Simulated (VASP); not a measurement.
# TaN (Fm-3m) in VASP: further runs, part 2 of 2

VASP 6.6.1. The steps go on from the part before.

## Step 3: Single point, r2SCAN+U

The input, POSCAR:

```
TaN
1.0
    0.0000000000      2.2113230000      2.2113230000
    2.2113230000      0.0000000000      2.2113230000
    2.2113230000      2.2113230000      0.0000000000
Ta N
1 1
Direct
    0.5000000000      0.5000000000      0.5000000000
    0.0000000000      0.0000000000      0.0000000000
```

The input, INCAR.step1:

```
  PREC = Accurate
  ENCUT = 520
  ISMEAR = -1
  SIGMA = 0.05
  LREAL = False
  LASPH = True
  NELM = 150
  LMAXMIX = 4
  LDAU = True
  LDAUTYPE = 2
  LDAUL = 2 -1
  LDAUU = 6 0
  LDAUJ = 0 0
  NBANDS = 15
  GGA = PE
  ALGO = Normal
  EDIFF = 1E-4
  LWAVE = True
  LCHARG = False
```

The input, INCAR.step2:

```
  PREC = Accurate
  ENCUT = 520
  EDIFF = 1E-7
  ISMEAR = -1
  SIGMA = 0.05
  LREAL = False
  LASPH = True
  NELM = 150
  ALGO = Normal
  ISIF = 2
  LWAVE = False
  LCHARG = True
  LMAXMIX = 4
  LDAU = True
  LDAUTYPE = 2
  LDAUL = 2 -1
  LDAUU = 6 0
  LDAUJ = 0 0
  LDAUPRINT = 1
  METAGGA = R2SCAN
  LMIXTAU = True
  LELF = True
  LVHAR = True
  NBANDS = 15
  ISTART = 1
```

The input, KPOINTS:

```
Automatic mesh
0
Gamma
  10 10 10
```

Potentials or basis: VASP PAW PBE potentials, release 64 (Ta_pv, N).

Command:

```bash
$ cat potpaw_PBE.64/Ta_pv/POTCAR potpaw_PBE.64/N/POTCAR > POTCAR
$ cp INCAR.step1 INCAR
$ mpirun -np 1 vasp_std > vasp.out
$ cp INCAR.step2 INCAR
$ mpirun -np 1 vasp_std > vasp.out
```

Run time: 84 s. Hardware: 1 thread of Intel Xeon 8259CL, shared host; peak memory 0.15 GiB.

Results (log left out):

```
Free energy            : -54.2476 eV
Pressure               : 13.8 GPa
Band gap on the k mesh : zero (band 8 reaches 12.19 eV, above the bottom of band 9 at 8.18 eV)
```

Levels at points of the mesh, in eV from the Fermi level:
| k point | band 6 | band 7 | band 8 | band 9 | band 10 | band 11 |
| --- | --- | --- | --- | --- | --- | --- |
| (0.00, 0.00, 0.00) | -4.50 | -4.50 | -2.02 | -2.02 | -2.02 | 0.74 |
| (0.50, 0.00, 0.00) | -7.85 | -7.85 | 2.00 | 2.08 | 2.08 | 3.18 |
| (0.50, 0.50, 0.00) | -5.56 | -5.43 | -5.43 | 2.85 | 3.71 | 3.71 |

Eigenvalues of the final occupation matrices:
```csv
site,spin,trace,eigenvalues
site 1 d,1,1.13,0.18 0.18 0.26 0.26 0.26
site 1 d,2,1.13,0.18 0.18 0.26 0.26 0.26
```

Caveat: the PAW data sets were made with another functional, which shifts forces and pressure a little; spin-orbit coupling is left out, which moves the levels of the heavy elements; U without spin polarisation on a metal has little footing.

## Step 4: Single point, r2SCAN+U

POSCAR is that of step 3.

The input, INCAR.step1:

```
ALGO = Normal
EDIFF = 1E-4
ENCUT = 520
GGA = PE
ISMEAR = -1
LASPH = T
LCHARG = F
LDAU = T
LDAUJ = 0 0
LDAUL = 2 -1
LDAUTYPE = 2
LDAUU = 8 0
LMAXMIX = 4
LREAL = F
LWAVE = T
NBANDS = 15
NELM = 150
PREC = Accurate
SIGMA = 0.05
```

The input, INCAR.step2:

```
ALGO = Normal
EDIFF = 1E-7
ENCUT = 520
ISIF = 2
ISMEAR = -1
ISTART = 1
LASPH = T
LCHARG = F
LDAU = T
LDAUJ = 0 0
LDAUL = 2 -1
LDAUPRINT = 1
LDAUTYPE = 2
LDAUU = 8 0
LMAXMIX = 4
LMIXTAU = T
LREAL = F
LWAVE = F
METAGGA = R2SCAN
NBANDS = 15
NELM = 150
PREC = Accurate
SIGMA = 0.05
```

The input, KPOINTS:

```
k-points
0
Gamma
  10 10 10
```

Command:

```bash
$ cat potpaw_PBE.64/Ta_pv/POTCAR potpaw_PBE.64/N/POTCAR > POTCAR
$ cp INCAR.step1 INCAR
$ mpirun -np 1 vasp_std > vasp.out
$ cp INCAR.step2 INCAR
$ mpirun -np 1 vasp_std > vasp.out
```

Wall time 88 s (1 thread of Intel Xeon 8259CL, shared host); peak memory 0.15 GiB.

The run converged. Its results:

```
Free energy            : -52.5331 eV
Pressure               : 20.5 GPa
Band gap on the k mesh : zero (band 8 reaches 12.47 eV, above the bottom of band 9 at 8.50 eV)
```

Levels at points of the mesh, in eV from the Fermi level:
```
           k point  band 5  band 6  band 7  band 8  band 9  band 10  band 11  band 12
(0.00, 0.00, 0.00)   -4.64   -4.64   -4.64   -1.96   -1.96    -1.96     0.70     0.99
(0.50, 0.00, 0.00)  -11.31   -7.83   -7.83    2.01    2.17     2.17     2.89     7.27
(0.50, 0.50, 0.00)   -7.89   -5.59   -5.59   -5.57    3.13     3.82     3.82     4.81
```

Eigenvalues of the final occupation matrices:
| site | spin | trace | eigenvalues |
| --- | --- | --- | --- |
| site 1 d | 1 | 1.09 | 0.17 0.17 0.25 0.25 0.25 |
| site 1 d | 2 | 1.09 | 0.17 0.17 0.25 0.25 0.25 |

Caveat: the PAW data sets were made with another functional, which shifts forces and pressure a little; spin-orbit coupling is left out, which moves the levels of the heavy elements; U without spin polarisation on a metal has little footing.

## Step 5: Single point, PBE

The input, INCAR:

```
PREC = Accurate
ENCUT = 600
EDIFF = 1E-6
ISMEAR = 0
SIGMA = 0.018000000000000002
LREAL = False
LASPH = True
NELM = 120
ALGO = Normal
ISIF = 2
LWAVE = False
LCHARG = False
GGA = PE
NBANDS = 15
GGA_COMPAT = False
```

The input, KPOINTS:

```
regular mesh
0
Gamma
  10 10 10
```

POSCAR is that of step 4.

Command:

```bash
$ cat potpaw_PBE.64/Ta_pv/POTCAR potpaw_PBE.64/N/POTCAR > POTCAR
$ mpirun -np 1 vasp_std > vasp.out
```

Run time: 25 s. Hardware: 1 thread of Intel Xeon 8259CL, shared host; peak memory 0.17 GiB.

The run converged. Its results:

```
Free energy            : -21.8411 eV
Pressure               : -0.7 GPa
Band gap on the k mesh : zero (band 8 reaches 11.20 eV, above the bottom of band 9 at 7.29 eV)
```

Levels at points of the mesh, in eV from the Fermi level:
| k point | band 5 | band 6 | band 7 | band 8 | band 9 | band 10 | band 11 | band 12 |
| --- | --- | --- | --- | --- | --- | --- | --- | --- |
| (0.00, 0.00, 0.00) | -3.82 | -3.82 | -3.82 | -2.12 | -2.12 | -2.12 | 0.00 | 0.00 |
| (0.50, 0.00, 0.00) | -10.29 | -7.51 | -7.51 | 1.79 | 1.79 | 1.88 | 3.71 | 7.30 |
| (0.50, 0.50, 0.00) | -6.66 | -5.41 | -4.64 | -4.64 | 2.00 | 3.38 | 3.38 | 4.30 |

Caveat: spin-orbit coupling is left out, which moves the levels of the heavy elements.

## Step 6: Single point, PBE0

This run uses another cell than the first one, of 10.16 Å³/atom, 0.940 times its volume.

The input, POSCAR:

```
TaN
1.0
    0.0000000000      2.1661812927      2.1661812927
    2.1661812927      0.0000000000      2.1661812927
    2.1661812927      2.1661812927      0.0000000000
Ta N
1 1
Direct
    0.5000000000      0.5000000000      0.5000000000
    0.0000000000      0.0000000000      0.0000000000
```

The input, INCAR.step1:

```
SYSTEM = TaN
ALGO     = Normal         ! electronic algorithm
EDIFF    = 1E-5           ! SCF threshold, eV
ENCUT    = 520            ! plane-wave cutoff, eV
GGA      = PE             ! functional
ISIF     = 2              ! what is computed and relaxed
ISMEAR   = -1             ! smearing method
LASPH    = .TRUE.         ! aspherical terms in the spheres
LCHARG   = .FALSE.        ! write CHGCAR
LREAL    = .FALSE.        ! projectors in reciprocal space
LWAVE    = .TRUE.         ! write WAVECAR
NBANDS   = 15             ! bands
NELM     = 60             ! most SCF steps
PREC     = Accurate       ! precision mode
SIGMA    = 0.05           ! smearing width, eV
```

The input, INCAR.step2:

```
SYSTEM = TaN
AEXX     = 0.25           ! exact-exchange fraction
ALGO     = Normal         ! electronic algorithm
EDIFF    = 1E-6           ! SCF threshold, eV
ENCUT    = 520            ! plane-wave cutoff, eV
GGA      = PE             ! functional
ISIF     = 2              ! what is computed and relaxed
ISMEAR   = -1             ! smearing method
ISTART   = 1            
LASPH    = .TRUE.         ! aspherical terms in the spheres
LCHARG   = .FALSE.        ! write CHGCAR
LHFCALC  = .TRUE.         ! exact exchange
LREAL    = .FALSE.        ! projectors in reciprocal space
LWAVE    = .FALSE.        ! write WAVECAR
NBANDS   = 15             ! bands
NELM     = 60             ! most SCF steps
PREC     = Accurate       ! precision mode
PRECFOCK = Normal       
SIGMA    = 0.05           ! smearing width, eV
```

The input, KPOINTS:

```
k-points
0
G
  6 6 6
  0 0 0
```

Potentials or basis: VASP PAW PBE potentials, release 64 (Ta_pv, N).

Command:

```bash
$ cat potpaw_PBE.64/Ta_pv/POTCAR potpaw_PBE.64/N/POTCAR > POTCAR
$ cp INCAR.step1 INCAR
$ mpirun -np 1 vasp_std > vasp.out
$ cp INCAR.step2 INCAR
$ mpirun -np 1 vasp_std > vasp.out
```

Run time: 21 min. Hardware: 1 thread of Intel Xeon Platinum 8259CL at 2.50GHz (Skylake/Cascade Lake), shared host; peak memory 0.16 GiB.

It converged, with:

```
Free energy            : -27.1945 eV
Pressure               : 13.4 GPa
Band gap on the k mesh : zero (band 8 reaches 12.89 eV, above the bottom of band 9 at 7.18 eV)
```

Levels at points of the mesh, in eV from the Fermi level:
| k point | band 5 | band 6 | band 7 | band 8 | band 9 | band 10 | band 11 | band 12 |
| --- | --- | --- | --- | --- | --- | --- | --- | --- |
| (0.00, 0.00, 0.00) | -5.16 | -5.16 | -5.16 | -2.98 | -2.98 | -2.98 | 0.75 | 0.75 |
| (0.50, 0.00, 0.00) | -12.70 | -9.55 | -9.55 | 2.73 | 2.73 | 2.85 | 4.54 | 9.46 |
| (0.50, 0.50, 0.00) | -8.35 | -7.11 | -6.12 | -6.12 | 3.13 | 4.72 | 4.72 | 6.18 |

Caveat: the k points lie up to 0.42 Å⁻¹ apart; the PAW data sets were made with another functional, which shifts forces and pressure a little; spin-orbit coupling is left out, which moves the levels of the heavy elements.

## Step 7: Overview

```csv
level,U,cell,k mesh,cutoff (eV),smearing,grid for exact exchange (PRECFOCK),gap on the mesh (eV),pressure (GPa)
r2SCAN+U,Ta d U = 5.0 eV,"a = 3.127 Å, angles 60.0°, 2 atoms",10 × 10 × 10,520,fermi-dirac 0.05 eV,-,none,10.6
r2SCAN+U,Ta d U = 6.0 eV,"a = 3.127 Å, angles 60.0°, 2 atoms",10 × 10 × 10,520,fermi-dirac 0.05 eV,-,none,13.8
r2SCAN+U,Ta d U = 8.0 eV,"a = 3.127 Å, angles 60.0°, 2 atoms",10 × 10 × 10,520,fermi-dirac 0.05 eV,-,none,20.5
PBE,-,"a = 3.127 Å, angles 60.0°, 2 atoms",10 × 10 × 10,600,gaussian 0.018 eV,-,none,-0.7
PBE0,-,"a = 3.063 Å, angles 60.0°, 2 atoms",6 × 6 × 6,520,fermi-dirac 0.05 eV,Normal,none,13.4
```

Alike in all rows: task single point; potentials or basis VASP PAW PBE potentials, release 64 (Ta_pv, N); no spin polarisation.

Caveats: some runs use coarse meshes; spin-orbit coupling is left out, which moves the levels of the heavy elements; the PAW data sets were made with another functional, which shifts forces and pressure a little (some runs); U without spin polarisation on a metal has little footing (some runs).

Absolute energies hang on the potentials; compare differences alone.
